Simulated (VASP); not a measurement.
Here is a VASP 6.6.1 calculation.

The input INCAR:

```
ALGO = Normal
EDIFF = 1E-6
ENCUT = 520
GGA = PS
ISIF = 2
ISMEAR = 0
ISPIN = 2
LASPH = True
LCHARG = False
LMAXMIX = 6
LORBIT = 11
LREAL = False
LWAVE = False
MAGMOM = 7.81 0
NBANDS = 22
NELM = 150
PREC = Accurate
SIGMA = 0.05
```

Contents of KPOINTS:

```
k-points
0
Gamma
  10 10 10
```

The input POSCAR:

```
GdB
1.0
    0.0000000000      2.6189264761      2.6189264761
    2.6189264761      0.0000000000      2.6189264761
    2.6189264761      2.6189264761      0.0000000000
Gd B
1 1
Direct
    0.5000000000      0.5000000000      0.5000000000
    0.0000000000      0.0000000000      0.0000000000
```

Potentials or basis: VASP PAW PBE potentials, release 64 (Gd, B).

The run is started by

```console
$ cat potpaw_PBE.64/Gd/POTCAR potpaw_PBE.64/B/POTCAR > POTCAR
$ mpirun -np 1 vasp_std > vasp.out
```

(1) Predict the net moment.

(2) What does it give for the pressure?

(3) What does it give for the site moments?

## Answers

(1) 8.23 μB per cell.

(2) 3.2 GPa.

(3) Gd +7.05; B +0.26 μB.

Caveat: the cell stands under pressure; the PAW data sets were made with another functional, which shifts forces and pressure a little; a cell with one magnetic atom can't hold antiferromagnetic order, which such compounds often take.
